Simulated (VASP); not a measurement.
# HfO2 (Fm-3m) in VASP: a series of runs

Runs on HfO2. Level: PBE. Tasks: single point.

Program: VASP 6.6.1. These are calculated values, not measurements. Logs are shortened: lines on timing, memory, paths and dates and some standing lists are left out, and cuts for length are marked.

### Step 1. The cell of the first run

The structure is cubic, space group Fm-3m (No. 225). Conventional cell: a = 5.115 Å, b = 5.115 Å, c = 5.115 Å, α = 90.00°, β = 90.00°, γ = 90.00°. Hf (site symmetry m-3m) has 8 O at 2.21 Å within 2.9 Å. Within 2.9 Å of O (site symmetry -43m) lie 4 Hf at 2.21 Å and 6 O at 2.56 Å.

### Step 2. Single point, PBE

Contents of INCAR:

```
SYSTEM = HfO2
PREC = Accurate
ENCUT = 520
EDIFF = 1E-6
ISMEAR = 0
SIGMA = 0.016
LREAL = .False.
LASPH = .True.
NELM = 60
ALGO = Normal
ISIF = 2
LWAVE = .False.
LCHARG = .True.
GGA = PE
LELF = .True.
LVHAR = .True.
NBANDS = 18
```

Contents of KPOINTS:

```
regular mesh
0
Gamma
  9 9 9
  0 0 0
```

Contents of POSCAR:

```
HfO2
1.0
    0.0000000000      2.5575000000      2.5575000000
    2.5575000000      0.0000000000      2.5575000000
    2.5575000000      2.5575000000      0.0000000000
Hf O
1 2
Direct
    0.0000000000      0.0000000000      0.0000000000
    0.7500000000      0.7500000000      0.7500000000
    0.2500000000      0.2500000000      0.2500000000
```

Potentials or basis: VASP PAW PBE potentials, release 64 (Hf_pv, O).

Launch:

```
> cat potpaw_PBE.64/Hf_pv/POTCAR potpaw_PBE.64/O/POTCAR > POTCAR
> mpirun -np 1 vasp_std > vasp.out
```

OUTCAR:

```text
SYSTEM = HfO2
   PREC = Accurate
   ENCUT = 520
   EDIFF = 1E-6
   ISMEAR = 0
   LREAL = .False.
   LASPH = .True.
   NELM = 60
   ISIF = 2
   GGA = PE

 ion  position               nearest neighbor table
   1  0.000  0.000  0.000-   2 2.21   2 2.21   2 2.21   2 2.21   3 2.21   3 2.21   3 2.21   3 2.21

   2  0.750  0.750  0.750-   1 2.21   1 2.21   1 2.21   1 2.21
   3  0.250  0.250  0.250-   1 2.21   1 2.21   1 2.21   1 2.21

  LATTYP: Found a face centered cubic cell.
 ALAT       =     5.1150000000

  Lattice vectors:

 A1 = (   0.0000000000,   2.5575000000,   2.5575000000)
 A2 = (   2.5575000000,   0.0000000000,   2.5575000000)
 A3 = (   2.5575000000,   2.5575000000,   0.0000000000)

Analysis of symmetry for initial positions (statically):
=====================================================================
 Subroutine PRICEL returns:
 Original cell was already a primitive cell.

 Routine SETGRP: Setting up the symmetry group for a
 face centered cubic supercell.

 Subroutine GETGRP returns: Found 48 space group operations
[... 9 lines left out ...]

 Routine SETGRP: Setting up the symmetry group for a
 face centered cubic supercell.

 Subroutine GETGRP returns: Found 48 space group operations
[... 11 lines left out ...]
                                     Primitive cell

  volume of cell :      33.4562

  direct lattice vectors                    reciprocal lattice vectors
     0.000000000  2.557500000  2.557500000    -0.195503421  0.195503421  0.195503421
     2.557500000  0.000000000  2.557500000     0.195503421 -0.195503421  0.195503421
     2.557500000  2.557500000  0.000000000     0.195503421  0.195503421 -0.195503421

  length of vectors
     3.616851186  3.616851186  3.616851186     0.338621859  0.338621859  0.338621859

  position of ions in fractional coordinates (direct lattice)
     0.000000000  0.000000000  0.000000000
     0.750000000  0.750000000  0.750000000
     0.250000000  0.250000000  0.250000000

  ion indices of the primitive-cell ions
   primitive index   ion index
                 1           1
                 2           2
                 3           3

----------------------------------------------------------------------------------------

 KPOINTS: regular mesh

Automatic generation of k-mesh.
 Grid dimensions read from file:
 generate k-points for:    9    9    9

 Generating k-lattice:

  Cartesian coordinates                     Fractional coordinates (reciprocal lattice)
    -0.021722602  0.021722602  0.021722602     0.111111111  0.000000000  0.000000000
     0.021722602 -0.021722602  0.021722602     0.000000000  0.111111111  0.000000000
     0.021722602  0.021722602 -0.021722602     0.000000000  0.000000000  0.111111111

  Length of vectors
     0.037624651  0.037624651  0.037624651

  Shift w.r.t. Gamma in fractional coordinates (k-lattice)
     0.000000000  0.000000000  0.000000000

 Subroutine IBZKPT returns following result:
 ===========================================

 Found     35 irreducible k-points:

 Following reciprocal coordinates:
            Coordinates               Weight
  0.000000  0.000000  0.000000      1.000000
  0.111111  0.000000  0.000000      8.000000
  0.222222  0.000000  0.000000      8.000000
  0.333333  0.000000  0.000000      8.000000
  0.444444  0.000000  0.000000      8.000000
  0.111111  0.111111  0.000000      6.000000
[... 16 lines left out ...]
 -0.333333  0.333333  0.000000     12.000000
  0.444444  0.444444  0.000000      6.000000
 [... further k-points ...]
   k-points           NKPTS =     35   k-points in BZ     NKDIM =     35   number of bands    NBANDS=     18
   number of dos      NEDOS =    301   number of ions     NIONS =      3
   total plane-waves  NPLWV =  21952
   dimension x,y,z NGX =    28 NGY =   28 NGZ =   28
   dimension x,y,z NGXF=    56 NGYF=   56 NGZF=   56
   ions per type =               1   2
   NGX,Y,Z   is equivalent  to a cutoff of  12.87, 12.87, 12.87 a.u.
   NGXF,Y,Z  is equivalent  to a cutoff of  25.74, 25.74, 25.74 a.u.
 SYSTEM =  HfO2
   PREC   = accura    normal or accurate (medium, high low for compatibility)
   ISTART =      0    job   : 0-new  1-cont  2-samecut
   ICHARG =      2    charge: 1-file 2-atom 10-const
   ISPIN  =      1    spin polarized calculation?
   LNONCOLLINEAR =      F non collinear calculations
   LSORBIT =      F    spin-orbit coupling
   LASPH  =      T    aspherical Exc in radial PAW
   ENCUT  =  520.0 eV  38.22 Ry    6.18 a.u.   6.72  6.72  6.72*2*pi/ulx,y,z
   NELM   =     60;   NELMIN=  2; NELMDL= -5     # of ELM steps
   EDIFF  = 0.1E-05   stopping-criterion for ELM
   LREAL  =      F    real-space projection
   EDIFFG = 0.1E-04   stopping-criterion for IOM
   NSW    =      0    number of steps for IOM
   IBRION =     -1    ionic relax: 0-MD 1-quasi-New 2-CG
   NFREE  =      0    steps in history (QN), initial steepest desc. (CG)
   ISIF   =      2    stress and relaxation
   ISYM   =      2    0-nonsym 1-usesym 2-fastsym
   POTIM  = 0.5000    time-step for ionic-motion
   TEBEG  =    0.0;   TEEND  =   0.0 temperature during run
   PSTRESS=    0.0 pullay stress
   NELECT =      22.0000    total number of electrons
   NUPDOWN=      -1.0000    fix difference up-down
   EMIN   =  10.00;   EMAX   =-10.00  energy-range for DOS
   EFERMI =   0.00;   METHOD = LEGACY
   ISMEAR =     0;   SIGMA  =   0.02  broadening in eV -4-tet -1-fermi 0-gaus
   EFERMI_NEDOS =   21; number of points for ismear=-14 and -15
   IALGO  =     38    algorithm
   IMIX   =      4    mixing-type and parameters
     AMIX     =   0.40;   BMIX     =  1.00
     AMIX_MAG =   1.60;   BMIX_MAG =  1.00
  volume/ion in A,a.u.               =      11.15        75.26
  Fermi-wavevector in a.u.,A,eV,Ry     =   1.423607  2.690227 27.574337  2.026657
  Thomas-Fermi vector in A             =   2.544186
   LORBIT       =      0    0 simple, 1 ext, 2 COOP (PROOUT), +10 PAW based schemes
   GGA     = PE    functional components
   LHFCALC =     F    Hartree Fock is set to
   AEXX    =    0.0000 exact exchange contribution
   IVDW    =     0    specifies the selected vdW correction
   LEPSILON=     F    determine dielectric tensor
   LRPA    =     F    only Hartree local field effects (RPA)
 non-spin polarized calculation
 Gauss-broadening in eV      SIGMA  =   0.02
  energy-cutoff  :      520.00
  volume of cell :       33.46
 maximum number of plane-waves:       914
   NGX = 13   NGY = 13   NGZ = 13

 number of electron      21.9999993 magnetization

 Free energy of the ion-electron system (eV)
  ---------------------------------------------------
  ext. energy  EPLUGINS =         0.00000000
  ---------------------------------------------------
  free energy    TOTEN  =       -30.23356050 eV

  energy without entropy =      -30.23356050  energy(sigma->0) =      -30.23356050

 E-fermi :   4.1212     XC(G=0): -11.6975

 val. band max:        4.0047842344   @ k =  -0.4444   0.4444   0.0000
 cond. band min:       7.8401339538   @ k =   0.4444   0.4444   0.0000
 fundamental gap:      3.8353497194
 Fermi energy:         4.1212027695

 k-point     1 :       0.0000    0.0000    0.0000
  band No.  band energies     occupation
      1     -25.7562      2.00000
      2     -25.7562      2.00000
      3     -25.7562      2.00000
      4     -14.5140      2.00000
      5     -11.6119      2.00000
      6      -1.1274      2.00000
[... 10 lines left out ...]
     17      14.1454      0.00000
     18      17.3890      0.00000

 k-point     2 :       0.1111    0.0000    0.0000
  band No.  band energies     occupation
      1     -25.8035      2.00000
      2     -25.7614      2.00000
      3     -25.7614      2.00000
      4     -14.3585      2.00000
      5     -11.7403      2.00000
      6      -1.0114      2.00000
[... 10 lines left out ...]
     17      13.9426      0.00000
     18      17.3645      0.00000

 k-point     3 :       0.2222    0.0000    0.0000
  band No.  band energies     occupation
      1     -25.9197      2.00000
      2     -25.7745      2.00000
      3     -25.7745      2.00000
      4     -13.9665      2.00000
      5     -12.0261      2.00000
      6      -0.7104      2.00000
[... 10 lines left out ...]
     17      13.5356      0.00000
     18      16.6821      0.00000

 k-point     4 :       0.3333    0.0000    0.0000
  band No.  band energies     occupation
      1     -26.0464      2.00000
      2     -25.7894      2.00000
      3     -25.7894      2.00000
      4     -13.5485      2.00000
      5     -12.2646      2.00000
      6      -0.3630      2.00000
[... 10 lines left out ...]
     17      13.3973      0.00000
     18      15.9353      0.00000

 k-point     5 :       0.4444    0.0000    0.0000
  band No.  band energies     occupation
      1     -26.1262      2.00000
      2     -25.7991      2.00000
      3     -25.7991      2.00000
      4     -13.3402      2.00000
      5     -12.3230      2.00000
      6      -0.1444      2.00000
[... 10 lines left out ...]
     17      13.1588      0.00000
     18      16.1209      0.00000

 k-point     6 :       0.1111    0.1111    0.0000
  band No.  band energies     occupation
      1     -25.8073      2.00000
      2     -25.7690      2.00000
      3     -25.7690      2.00000
      4     -14.3044      2.00000
      5     -11.7828      2.00000
      6      -0.9996      2.00000
[... 10 lines left out ...]
     17      13.8866      0.00000
     18      17.3406      0.00000

 k-point     7 :       0.2222    0.1111    0.0000
  band No.  band energies     occupation
      1     -25.8935      2.00000
      2     -25.7840      2.00000
      3     -25.7818      2.00000
      4     -13.9837      2.00000
      5     -12.0169      2.00000
      6      -0.7807      2.00000
[... 10 lines left out ...]
     17      13.6142      0.00000
     18      17.0238      0.00000

 k-point     8 :       0.3333    0.1111    0.0000
  band No.  band energies     occupation
      1     -26.0092      2.00000
      2     -25.8022      2.00000
      3     -25.7993      2.00000
      4     -13.5570      2.00000
      5     -12.2743      2.00000
      6      -0.4558      2.00000
[... 10 lines left out ...]
     17      13.6478      0.00000
     18      16.4201      0.00000
[... 229 lines left out ...]
     17      14.2495      0.00000
     18      16.7597      0.00000

 k-point    20 :       0.3333    0.3333    0.0000
  band No.  band energies     occupation
      1     -26.0649      2.00000
      2     -25.8382      2.00000
      3     -25.8382      2.00000
      4     -13.0628      2.00000
      5     -12.5642      2.00000
      6      -1.1235      2.00000
[... 10 lines left out ...]
     17      13.4518      0.00000
     18      17.3349      0.00000

 k-point    21 :       0.4444    0.3333    0.0000
  band No.  band energies     occupation
      1     -26.1060      2.00000
      2     -25.8704      2.00000
      3     -25.8489      2.00000
      4     -12.7847      2.00000
      5     -12.6802      2.00000
      6      -1.6100      2.00000
[... 10 lines left out ...]
     17      14.8666      0.00000
     18      17.3466      0.00000

 k-point    22 :      -0.4444    0.3333    0.0000
  band No.  band energies     occupation
      1     -26.0935      2.00000
      2     -25.9324      2.00000
      3     -25.8458      2.00000
      4     -12.7886      2.00000
      5     -12.5774      2.00000
      6      -1.6183      2.00000
[... 10 lines left out ...]
     17      16.0870      0.00000
     18      17.2854      0.00000

 k-point    23 :      -0.3333    0.3333    0.0000
  band No.  band energies     occupation
      1     -26.0263      2.00000
      2     -26.0012      2.00000
      3     -25.8304      2.00000
      4     -12.8286      2.00000
      5     -12.5705      2.00000
      6      -1.2198      2.00000
[... 10 lines left out ...]
     17      15.8627      0.00000
     18      17.1488      0.00000

 k-point    24 :       0.4444    0.4444    0.0000
  band No.  band energies     occupation
      1     -26.1477      2.00000
      2     -25.8620      2.00000
      3     -25.8620      2.00000
      4     -12.7950      2.00000
      5     -12.5660      2.00000
      6      -2.1108      2.00000
[... 10 lines left out ...]
     17      15.8275      0.00000
     18      17.3608      0.00000

 [... further k-points ...]
[... 5 lines left out ...]
  --------------------------------------------------------------------------------------
  -------------------------------------------------------------------------------------
  Total       -1.2508624     -1.2508624     -1.2508624     -0.0000000      0.0000000     -0.0000000
  in kB      -59.9022577    -59.9022577    -59.9022577     -0.0000000      0.0000000     -0.0000000
  external PRESSURE =     -59.9022577 kB  Pullay stress =       0.0000000 kB

 VOLUME and BASIS-vectors are now :
 -----------------------------------------------------------------------------
  energy-cutoff  :      520.00
  volume of cell :       33.46
      direct lattice vectors                 reciprocal lattice vectors
     0.000000000  2.557500000  2.557500000    -0.195503421  0.195503421  0.195503421
     2.557500000  0.000000000  2.557500000     0.195503421 -0.195503421  0.195503421
     2.557500000  2.557500000  0.000000000     0.195503421  0.195503421 -0.195503421

 POSITION                                       TOTAL-FORCE (eV/Angst)
 -----------------------------------------------------------------------------------
      0.00000      0.00000      0.00000        -0.000000      0.000000      0.000000
      3.83625      3.83625      3.83625        -0.000000      0.000000      0.000000
      1.27875      1.27875      1.27875         0.000000     -0.000000     -0.000000
 -----------------------------------------------------------------------------------
    total drift:                                0.000000      0.000000      0.000000

  FREE ENERGIE OF THE ION-ELECTRON SYSTEM (eV)
  ---------------------------------------------------
  free  energy   TOTEN  =       -30.2335604962 eV

  energy  without entropy=      -30.2335604962  energy(sigma->0) =      -30.23356050
```

Wall time 40 s (1 thread of AMD EPYC 7R43 (Zen 3), shared host); peak memory 0.13 GiB.

Results:

| Item | Value |
| --- | --- |
| Free energy | -30.2336 eV |
| Pressure | -6.0 GPa |
| Band gap on the k mesh | 3.84 eV, indirect (least direct gap 3.95 eV) |

Levels at points of the mesh, in eV from the valence-band top:
```tsv
k point	band 9	band 10	band 11	band 12	band 13	band 14
(0.00, 0.00, 0.00)	-0.54	-0.54	-0.54	3.86	3.86	5.67
```

Caveat: spin-orbit coupling is left out, which moves the levels of the heavy elements. A k mesh can miss the band edges.

### Step 3. Single point, PBE

Contents of INCAR:

```
  PREC = Accurate
  ENCUT = 520
  EDIFF = 1E-6
  ISMEAR = 0
  SIGMA = 0.017
  LREAL = False
  LASPH = True
  NELM = 60
  ALGO = Normal
  ISIF = 2
  LWAVE = False
  LCHARG = False
  GGA = PE
  NBANDS = 18
```

Contents of KPOINTS:

```
regular mesh
0
Gamma
  9 9 9
```

POSCAR is that of step 2.

Potentials or basis: VASP PAW PBE potentials, release 64 (Hf_pv, O).

Launch:

```
> cat potpaw_PBE.64/Hf_pv/POTCAR potpaw_PBE.64/O/POTCAR > POTCAR
> mpirun -np 1 vasp_std > vasp.out
```

It took 46 s on 1 thread of AMD EPYC 7R43 (Zen 3), shared host; peak memory 0.12 GiB.

Results (log left out):

- Free energy: -30.2336 eV
- Pressure: -6.0 GPa
- Band gap on the k mesh: 3.84 eV, indirect (least direct gap 3.95 eV)

Levels at points of the mesh, in eV from the valence-band top:
```
           k point  band 9  band 10  band 11  band 12  band 13  band 14
(0.00, 0.00, 0.00)   -0.54    -0.54    -0.54     3.86     3.86     5.67
```

Caveat: spin-orbit coupling is left out, which moves the levels of the heavy elements.
